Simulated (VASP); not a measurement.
# Ge (Fd-3m) in VASP: further runs

The runs below take Ge through single point, with PBE-based screened hybrid with 25 % exact exchange, PBE0.

All numbers are computed with VASP 6.6.1; they aren't measurements. Logs are shortened: lines on timing, memory, paths and dates and some standing lists are left out, and cuts for length are marked.

## 1. The cell of the first run

The structure is cubic, space group Fd-3m (No. 227). The conventional cell has a = 5.658 Å, b = 5.658 Å, c = 5.658 Å, α = 90.00°, β = 90.00°, γ = 90.00°. Ge (site symmetry -43m) has 4 Ge at 2.45 Å within 3.2 Å.

## 2. Single point, PBE-based screened hybrid with 25 % exact exchange, collinear spin

POSCAR

```
Ge
1.0
    0.0000000000      2.8289100000      2.8289100000
    2.8289100000      0.0000000000      2.8289100000
    2.8289100000      2.8289100000      0.0000000000
Ge
2
Direct
    0.2500000000      0.2500000000      0.2500000000
    0.0000000000      0.0000000000      0.0000000000
```

INCAR.step1

```
SYSTEM = Ge
  PREC = Accurate
  ENCUT = 520
  EDIFF = 1E-5
  ISMEAR = 1
  SIGMA = 0.025
  LREAL = .False.
  LASPH = .True.
  NELM = 150
  ALGO = Normal
  ISIF = 2
  LWAVE = .True.
  LCHARG = .False.
  ISPIN = 2
  MAGMOM = 0.5 -0.5
  LORBIT = 11
  GGA = PE
  NBANDS = 25
```

INCAR.step2

```
SYSTEM = Ge
  PREC = Accurate
  ENCUT = 520
  EDIFF = 1E-7
  ISMEAR = 1
  SIGMA = 0.025
  LREAL = .False.
  LASPH = .True.
  NELM = 150
  ALGO = Normal
  ISIF = 2
  LWAVE = .False.
  LCHARG = .False.
  ISPIN = 2
  MAGMOM = 0.5 -0.5
  LORBIT = 11
  GGA = PE
  LHFCALC = .True.
  AEXX = 0.25
  HFSCREEN = 0.3
  PRECFOCK = Normal
  ISTART = 1
  NBANDS = 25
```

KPOINTS

```
Automatic mesh
0
Gamma
  4 4 4
  0 0 0
```

Potentials or basis: VASP PAW PBE potentials, release 64 (Ge_d).

Launch:

```console
> cat potpaw_PBE.64/Ge_d/POTCAR > POTCAR
> cp INCAR.step1 INCAR
> mpirun -np 1 vasp_std > vasp.out
> cp INCAR.step2 INCAR
> mpirun -np 1 vasp_std > vasp.out
```

OUTCAR:

```text
SYSTEM = Ge
   PREC = Accurate
   ENCUT = 520
   EDIFF = 1E-7
   ISMEAR = 1
   LREAL = .False.
   LASPH = .True.
   NELM = 150
   ISIF = 2
   ISPIN = 2
   LORBIT = 11
   GGA = PE
   LHFCALC = .True.
   AEXX = 0.25
   HFSCREEN = 0.3
   PRECFOCK = Normal
   ISTART = 1

 ion  position               nearest neighbor table
   1  0.250  0.250  0.250-   2 2.45   2 2.45   2 2.45   2 2.45
   2  0.000  0.000  0.000-   1 2.45   1 2.45   1 2.45   1 2.45

  LATTYP: Found a face centered cubic cell.
 ALAT       =     5.6578200000

  Lattice vectors:

 A1 = (   0.0000000000,   2.8289100000,   2.8289100000)
 A2 = (   2.8289100000,   0.0000000000,   2.8289100000)
 A3 = (   2.8289100000,   2.8289100000,   0.0000000000)

Analysis of symmetry for initial positions (statically):
=====================================================================
 Subroutine PRICEL returns:
 Original cell was already a primitive cell.

 Routine SETGRP: Setting up the symmetry group for a
 face centered cubic supercell.

 Subroutine GETGRP returns: Found 48 space group operations
 (whereof 24 operations were pure point group operations)
 out of a pool of 48 trial point group operations.

The static configuration has the point symmetry T_d .
 The point group associated with its full space group is O_h .

Analysis of symmetry for dynamics (positions and initial velocities):
=====================================================================
 Subroutine PRICEL returns:
 Original cell was already a primitive cell.

 Routine SETGRP: Setting up the symmetry group for a
 face centered cubic supercell.

 Subroutine GETGRP returns: Found 48 space group operations
 (whereof 24 operations were pure point group operations)
 out of a pool of 48 trial point group operations.

The dynamic configuration has the point symmetry T_d .
 The point group associated with its full space group is O_h .

Analysis of structural, dynamic, and magnetic symmetry:
=====================================================================
 Subroutine PRICEL returns:
 Original cell was already a primitive cell.

 Routine SETGRP: Setting up the symmetry group for a
 face centered cubic supercell.

 Subroutine GETGRP returns: Found 48 space group operations
 (whereof 24 operations were pure point group operations)
 out of a pool of 48 trial point group operations.

The overall configuration has the point symmetry T_d .
 The point group associated with its full space group is O_h .

 Subroutine INISYM returns: Found 48 space group operations
 (whereof 24 operations are pure point group operations),
 and found     1 'primitive' translations

----------------------------------------------------------------------------------------

                                     Primitive cell

  volume of cell :      45.2780

  direct lattice vectors                    reciprocal lattice vectors
     0.000000000  2.828910000  2.828910000    -0.176746521  0.176746521  0.176746521
     2.828910000  0.000000000  2.828910000     0.176746521 -0.176746521  0.176746521
     2.828910000  2.828910000  0.000000000     0.176746521  0.176746521 -0.176746521

  length of vectors
     4.000682889  4.000682889  4.000682889     0.306133954  0.306133954  0.306133954

  position of ions in fractional coordinates (direct lattice)
     0.250000000  0.250000000  0.250000000
     0.000000000  0.000000000  0.000000000

  ion indices of the primitive-cell ions
   primitive index   ion index
                 1           1
                 2           2

----------------------------------------------------------------------------------------

 KPOINTS: Automatic mesh

Automatic generation of k-mesh.
 Grid dimensions read from file:
 generate k-points for:    4    4    4

 Generating k-lattice:

  Cartesian coordinates                     Fractional coordinates (reciprocal lattice)
    -0.044186630  0.044186630  0.044186630     0.250000000  0.000000000  0.000000000
     0.044186630 -0.044186630  0.044186630     0.000000000  0.250000000  0.000000000
     0.044186630  0.044186630 -0.044186630     0.000000000  0.000000000  0.250000000

  Length of vectors
     0.076533488  0.076533488  0.076533488

  Shift w.r.t. Gamma in fractional coordinates (k-lattice)
     0.000000000  0.000000000  0.000000000

 Subroutine IBZKPT returns following result:
 ===========================================

 Found      8 irreducible k-points:

 Following reciprocal coordinates:
            Coordinates               Weight
  0.000000  0.000000  0.000000      1.000000
  0.250000  0.000000  0.000000      8.000000
  0.500000  0.000000  0.000000      4.000000
  0.250000  0.250000  0.000000      6.000000
  0.500000  0.250000  0.000000     24.000000
 -0.250000  0.250000  0.000000     12.000000
  0.500000  0.500000  0.000000      3.000000
 -0.250000  0.500000  0.250000      6.000000
   k-points           NKPTS =      8   k-points in BZ     NKDIM =     64   number of bands    NBANDS=     25
   number of dos      NEDOS =    301   number of ions     NIONS =      2
   total plane-waves  NPLWV =  27000
   dimension x,y,z NGX =    30 NGY =   30 NGZ =   30
   dimension x,y,z NGXF=    60 NGYF=   60 NGZF=   60
   ions per type =               2
   NGX,Y,Z   is equivalent  to a cutoff of  12.47, 12.47, 12.47 a.u.
   NGXF,Y,Z  is equivalent  to a cutoff of  24.93, 24.93, 24.93 a.u.
 SYSTEM =  Ge
   PREC   = accura    normal or accurate (medium, high low for compatibility)
   ISTART =      1    job   : 0-new  1-cont  2-samecut
   ICHARG =      0    charge: 1-file 2-atom 10-const
   ISPIN  =      2    spin polarized calculation?
   LNONCOLLINEAR =      F non collinear calculations
   LSORBIT =      F    spin-orbit coupling
   LASPH  =      T    aspherical Exc in radial PAW
   ENCUT  =  520.0 eV  38.22 Ry    6.18 a.u.   7.44  7.44  7.44*2*pi/ulx,y,z
   NELM   =    150;   NELMIN=  2; NELMDL=  0     # of ELM steps
   EDIFF  = 0.1E-06   stopping-criterion for ELM
   LREAL  =      F    real-space projection
   EDIFFG = 0.1E-05   stopping-criterion for IOM
   NSW    =      0    number of steps for IOM
   IBRION =     -1    ionic relax: 0-MD 1-quasi-New 2-CG
   NFREE  =      0    steps in history (QN), initial steepest desc. (CG)
   ISIF   =      2    stress and relaxation
   ISYM   =      3    0-nonsym 1-usesym 2-fastsym
   POTIM  = 0.5000    time-step for ionic-motion
   TEBEG  =    0.0;   TEEND  =   0.0 temperature during run
   PSTRESS=    0.0 pullay stress
   NELECT =      28.0000    total number of electrons
   NUPDOWN=      -1.0000    fix difference up-down
   EMIN   =  10.00;   EMAX   =-10.00  energy-range for DOS
   EFERMI =   0.00;   METHOD = LEGACY
   ISMEAR =     1;   SIGMA  =   0.03  broadening in eV -4-tet -1-fermi 0-gaus
   EFERMI_NEDOS =   21; number of points for ismear=-14 and -15
   IALGO  =     38    algorithm
   IMIX   =      1    mixing-type and parameters
     AMIX     =   0.40;   BMIX     =  1.00
     AMIX_MAG =   1.60;   BMIX_MAG =  1.00
  volume/ion in A,a.u.               =      22.64       152.78
  Fermi-wavevector in a.u.,A,eV,Ry     =   1.394756  2.635708 26.468033  1.945346
  Thomas-Fermi vector in A             =   2.518275
   LORBIT       =     11    0 simple, 1 ext, 2 COOP (PROOUT), +10 PAW based schemes
   GGA     = PE    functional components
   LHFCALC =     T    Hartree Fock is set to
   PRECFOCK=normal    Normal, Fast or Accurate (Low or Medium for compatibility)
   ENCUT4O =  -1.0   cutoff for four orbital integrals eV
   NKREDX  =     1    reduce k-point grid by
   NKREDY  =     1    reduce k-point grid by
   NKREDZ  =     1    reduce k-point grid by
   AEXX    =    0.2500 exact exchange contribution
   HFSCREEN=    0.3000 screening length (either q_TF or 0.3 A-1)
   HFSCREENC=   0.3000 screening length for correlation (either q_TF or 0.3 A-1)
   ENCUTFOCK=  -1.0 apply spherical cutoff to Coloumb kernel
   IVDW    =     0    specifies the selected vdW correction
   LEPSILON=     F    determine dielectric tensor
   LRPA    =     F    only Hartree local field effects (RPA)
 spin polarized calculation
 Methfessel and Paxton  Order N= 1 SIGMA  =   0.03
  energy-cutoff  :      520.00
  volume of cell :       45.28
 maximum number of plane-waves:      1243
 NGX is ok and might be reduce to    30
  NGX = 24; NGY = 24; NGZ = 24

 number of electron      28.0000022 magnetization       0.0000000

 number of electron      28.0000022 magnetization      -0.0000000

 Free energy of the ion-electron system (eV)
  ---------------------------------------------------
  ext. energy  EPLUGINS =         0.00000000
  ---------------------------------------------------
  free energy    TOTEN  =       -10.11487859 eV

  energy without entropy =      -10.11494654  energy(sigma->0) =      -10.11490124

 E-fermi :   4.7862     XC(G=0):  -8.3452

 val. band max:        4.7651562782   @ k =   0.0000   0.0000   0.0000
 cond. band min:       5.4859165349   @ k =   0.5000   0.0000   0.0000
 fundamental gap:      0.7207602566
 Fermi energy:         4.7861958325

 spin component 1

 k-point     1 :       0.0000    0.0000    0.0000
  band No.  band energies     occupation
      1     -23.0402      1.00000
      2     -23.0402      1.00000
      3     -23.0402      1.00000
      4     -23.0031      1.00000
      5     -23.0031      1.00000
      6     -22.7957      1.00000
[... 17 lines left out ...]
     24      16.2845      0.00000
     25      19.2653      0.00000

 k-point     2 :       0.2500    0.0000    0.0000
  band No.  band energies     occupation
      1     -23.0586      1.00000
      2     -23.0586      1.00000
      3     -23.0320      1.00000
      4     -22.9746      1.00000
      5     -22.9746      1.00000
      6     -22.8189      1.00000
[... 17 lines left out ...]
     24      20.7134      0.00000
     25      23.5336      0.00000
[... 138 lines left out ...]
     24      19.4049      0.00000
     25      24.7711      0.00000

 k-point     8 :      -0.2500    0.5000    0.2500
  band No.  band energies     occupation
      1     -23.0886      1.00000
      2     -23.0886      1.00000
      3     -22.9465      1.00000
      4     -22.9465      1.00000
      5     -22.8963      1.00000
      6     -22.8963      1.00000
[... 17 lines left out ...]
     24      22.2293      0.00000
     25      22.8699      0.00000
 Fermi energy:         4.7861958325

 spin component 2

 k-point     1 :       0.0000    0.0000    0.0000
  band No.  band energies     occupation
      1     -23.0402      1.00000
      2     -23.0402      1.00000
      3     -23.0402      1.00000
      4     -23.0031      1.00000
      5     -23.0031      1.00000
      6     -22.7957      1.00000
[... 17 lines left out ...]
     24      16.2845      0.00000
     25      19.2653      0.00000

 k-point     2 :       0.2500    0.0000    0.0000
  band No.  band energies     occupation
      1     -23.0586      1.00000
      2     -23.0586      1.00000
      3     -23.0320      1.00000
      4     -22.9746      1.00000
      5     -22.9746      1.00000
      6     -22.8189      1.00000
[... 17 lines left out ...]
     24      20.7134      0.00000
     25      23.5336      0.00000
[... 138 lines left out ...]
     24      19.4049      0.00000
     25      24.7701      0.00000

 k-point     8 :      -0.2500    0.5000    0.2500
  band No.  band energies     occupation
      1     -23.0886      1.00000
      2     -23.0886      1.00000
      3     -22.9465      1.00000
      4     -22.9465      1.00000
      5     -22.8963      1.00000
      6     -22.8963      1.00000
[... 17 lines left out ...]
     24      22.2293      0.00000
     25      22.8699      0.00000

------------------------ aborting loop because EDIFF is reached ----------------------------------------

  FORCE on cell =-STRESS in cart. coord.  units (eV):
  Direction    XX          YY          ZZ          XY          YZ          ZX
  --------------------------------------------------------------------------------------
  -------------------------------------------------------------------------------------
  Total        0.4111234      0.4111234      0.4111234      0.0000000      0.0000000      0.0000000
  in kB       14.5477355     14.5477355     14.5477355      0.0000000      0.0000000      0.0000000
  external PRESSURE =      14.5477355 kB  Pullay stress =       0.0000000 kB

 VOLUME and BASIS-vectors are now :
 -----------------------------------------------------------------------------
  energy-cutoff  :      520.00
  volume of cell :       45.28
      direct lattice vectors                 reciprocal lattice vectors
     0.000000000  2.828910000  2.828910000    -0.176746521  0.176746521  0.176746521
     2.828910000  0.000000000  2.828910000     0.176746521 -0.176746521  0.176746521
     2.828910000  2.828910000  0.000000000     0.176746521  0.176746521 -0.176746521

 POSITION                                       TOTAL-FORCE (eV/Angst)
 -----------------------------------------------------------------------------------
      1.41446      1.41446      1.41446        -0.000000     -0.000000     -0.000000
      0.00000      0.00000      0.00000         0.000000      0.000000      0.000000
 -----------------------------------------------------------------------------------
    total drift:                                0.000000      0.000000      0.000000

  FREE ENERGIE OF THE ION-ELECTRON SYSTEM (eV)
  ---------------------------------------------------
  free  energy   TOTEN  =       -10.1148785912 eV

  energy  without entropy=      -10.1149465354  energy(sigma->0) =      -10.11490124

 total charge

# of ion       s       p       d       tot
------------------------------------------
    1        1.096   1.317  10.028  12.441
    2        1.096   1.317  10.028  12.441
--------------------------------------------------
tot          2.192   2.634  20.055  24.882

 magnetization (x)

# of ion       s       p       d       tot
------------------------------------------
    1       -0.000   0.000  -0.000  -0.000
    2        0.000  -0.000   0.000   0.000
--------------------------------------------------
tot          0.000   0.000   0.000   0.000
```

It took 41 min on 1 thread of Intel Xeon Platinum 8559C (Emerald Rapids), shared host; peak memory 0.3 GiB.

What came out:

```yaml
Free_energy: -10.1149 eV
Pressure: 1.5 GPa
Band_gap_on_the_k_mesh: 0.72 eV (least direct gap 0.79 eV)
Net_moment: 0.00 μB per cell
Valence_electrons_inside_the_program's_atomic_spheres: Ge 12.44
```

Caveat: the k points lie up to 0.48 Å⁻¹ apart; the PAW data sets were made with another functional, which shifts forces and pressure a little. A k mesh can miss the band edges.

## 3. Single point, PBE0

This run uses another cell than the first one, of 21.28 Å³/atom.

POSCAR

```
Ge
1.0
    0.0000000000      2.7711609388      2.7711609388
    2.7711609388      0.0000000000      2.7711609388
    2.7711609388      2.7711609388      0.0000000000
Ge
2
Direct
    0.7500000000      0.7500000000      0.7500000000
    0.5000000000      0.5000000000      0.5000000000
```

INCAR.step1

```
PREC = Accurate
ENCUT = 520
EDIFF = 1E-5
ISMEAR = -1
SIGMA = 0.05
LREAL = False
LASPH = True
NELM = 80
ALGO = Normal
ISIF = 2
LWAVE = True
LCHARG = False
NBANDS = 21
GGA = PE
```

INCAR.step2

```
PREC = Accurate
ENCUT = 520
EDIFF = 1E-7
ISMEAR = -1
SIGMA = 0.05
LREAL = False
LASPH = True
NELM = 80
ALGO = Normal
ISIF = 2
LWAVE = False
LCHARG = False
GGA = PE
LHFCALC = True
AEXX = 0.25
PRECFOCK = Normal
NBANDS = 21
ISTART = 1
```

KPOINTS

```
Automatic mesh
0
Gamma
  4 4 4
```

Potentials or basis: VASP PAW PBE potentials, release 64 (Ge_d).

Launch:

```console
> cat potpaw_PBE.64/Ge_d/POTCAR > POTCAR
> cp INCAR.step1 INCAR
> mpirun -np 1 vasp_std > vasp.out
> cp INCAR.step2 INCAR
> mpirun -np 1 vasp_std > vasp.out
```

OUTCAR:

```text
PREC = Accurate
   ENCUT = 520
   EDIFF = 1E-7
   ISMEAR = -1
   LREAL = False
   LASPH = True
   NELM = 80
   ISIF = 2
   GGA = PE
   LHFCALC = True
   AEXX = 0.25
   PRECFOCK = Normal
   ISTART = 1

 ion  position               nearest neighbor table
   1  0.750  0.750  0.750-   2 2.40   2 2.40   2 2.40   2 2.40
   2  0.500  0.500  0.500-   1 2.40   1 2.40   1 2.40   1 2.40

[... 372 lines left out ...]
     20      18.4906      0.00000
     21      20.3587      0.00000

------------------------ aborting loop because EDIFF is reached ----------------------------------------

  FORCE on cell =-STRESS in cart. coord.  units (eV):
  Direction    XX          YY          ZZ          XY          YZ          ZX
  --------------------------------------------------------------------------------------
  -------------------------------------------------------------------------------------
  Total        1.7217680      1.7217680      1.7217680     -0.0000000      0.0000000     -0.0000000
  in kB       64.8141707     64.8141707     64.8141707     -0.0000000      0.0000000     -0.0000000
  external PRESSURE =      64.8141707 kB  Pullay stress =       0.0000000 kB

 VOLUME and BASIS-vectors are now :
 -----------------------------------------------------------------------------
  energy-cutoff  :      520.00
  volume of cell :       42.56
      direct lattice vectors                 reciprocal lattice vectors
     0.000000000  2.771160939  2.771160939    -0.180429795  0.180429795  0.180429795
     2.771160939  0.000000000  2.771160939     0.180429795 -0.180429795  0.180429795
     2.771160939  2.771160939  0.000000000     0.180429795  0.180429795 -0.180429795

 POSITION                                       TOTAL-FORCE (eV/Angst)
 -----------------------------------------------------------------------------------
      4.15674      4.15674      4.15674         0.000000      0.000000     -0.000000
      2.77116      2.77116      2.77116        -0.000000     -0.000000      0.000000
 -----------------------------------------------------------------------------------
    total drift:                               -0.000000      0.000001      0.000000

  FREE ENERGIE OF THE ION-ELECTRON SYSTEM (eV)
  ---------------------------------------------------
  free  energy   TOTEN  =       -11.4399340598 eV

  energy  without entropy=      -11.4399340574  energy(sigma->0) =      -11.43993406
```

OSZICAR.step1:

```text
N       E                     dE             d eps       ncg     rms          rms(c)
DAV:   1     0.190293247170E+03    0.19029E+03   -0.14498E+04   364   0.378E+03
DAV:   2     0.183874364720E+02   -0.17191E+03   -0.16634E+03   336   0.593E+02
DAV:   3    -0.788600260498E+01   -0.26273E+02   -0.26115E+02   386   0.141E+02
DAV:   4    -0.875201001070E+01   -0.86601E+00   -0.86550E+00   366   0.303E+01
DAV:   5    -0.876537966129E+01   -0.13370E-01   -0.13369E-01   391   0.413E+00    0.361E+00
DAV:   6    -0.868129223551E+01    0.84087E-01   -0.27516E-02   384   0.138E+00    0.214E+00
DAV:   7    -0.864040248597E+01    0.40890E-01   -0.67419E-02   406   0.208E+00    0.164E-01
DAV:   8    -0.864278925475E+01   -0.23868E-02   -0.63245E-03   366   0.765E-01    0.479E-02
DAV:   9    -0.864304460151E+01   -0.25535E-03   -0.31194E-04   361   0.147E-01    0.152E-02
DAV:  10    -0.864304916100E+01   -0.45595E-05   -0.14975E-05   317   0.509E-02
   1 F= -.86430492E+01 E0= -.86424642E+01  d E =-.116991E-02
```

It took 14 min on 1 thread of Intel Xeon Platinum 8488C (Sapphire Rapids), shared host; peak memory 0.18 GiB.

What came out:

- Free energy: -11.4399 eV
- Pressure: 6.5 GPa
- Band gap on the k mesh: 1.83 eV (least direct gap 2.34 eV)

Caveat: the k points lie up to 0.49 Å⁻¹ apart; the PAW data sets were made with another functional, which shifts forces and pressure a little.
